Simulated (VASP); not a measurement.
Here is a VASP 6.6.1 calculation.

POSCAR

```
CdF2
1.0
    0.0000000000      2.6825809941      2.6825809941
    2.6825809941      0.0000000000      2.6825809941
    2.6825809941      2.6825809941      0.0000000000
Cd F
1 2
Direct
    0.0000000000      0.0000000000      0.0000000000
    0.2500000000      0.2500000000      0.2500000000
    0.7500000000      0.7500000000      0.7500000000
```

INCAR.step1

```
  PREC = Accurate
  ENCUT = 520
  EDIFF = 1E-5
  ISMEAR = 0
  SIGMA = 0.01
  LREAL = F
  LASPH = T
  NELM = 60
  ALGO = Normal
  ISIF = 2
  LWAVE = T
  LCHARG = F
  GGA = PE
  NBANDS = 20
```

File INCAR.step2:

```
  PREC = Accurate
  ENCUT = 520
  EDIFF = 1E-6
  ISMEAR = 0
  SIGMA = 0.01
  LREAL = F
  LASPH = T
  NELM = 60
  ALGO = Normal
  ISIF = 2
  LWAVE = F
  LCHARG = F
  GGA = PE
  LHFCALC = T
  AEXX = 0.75
  PRECFOCK = Normal
  ISTART = 1
  NBANDS = 20
```

File KPOINTS:

```
Automatic mesh
0
Gamma
  4 4 4
```

Potentials or basis: VASP PAW PBE potentials, release 64 (Cd, F).

Command:

```console
$ cat potpaw_PBE.64/Cd/POTCAR potpaw_PBE.64/F/POTCAR > POTCAR
$ cp INCAR.step1 INCAR
$ mpirun -np 1 vasp_std > vasp.out
$ cp INCAR.step2 INCAR
$ mpirun -np 1 vasp_std > vasp.out
```

Problem. What does it give for the band gap on the k mesh?

Solution. 12.13 eV (least direct gap 12.81 eV).

Problem. Predict the pressure.

Solution. -2.6 GPa.

Caveat: the k points lie up to 0.51 Å⁻¹ apart; the PAW data sets were made with another functional, which shifts forces and pressure a little. A k mesh can miss the band edges.
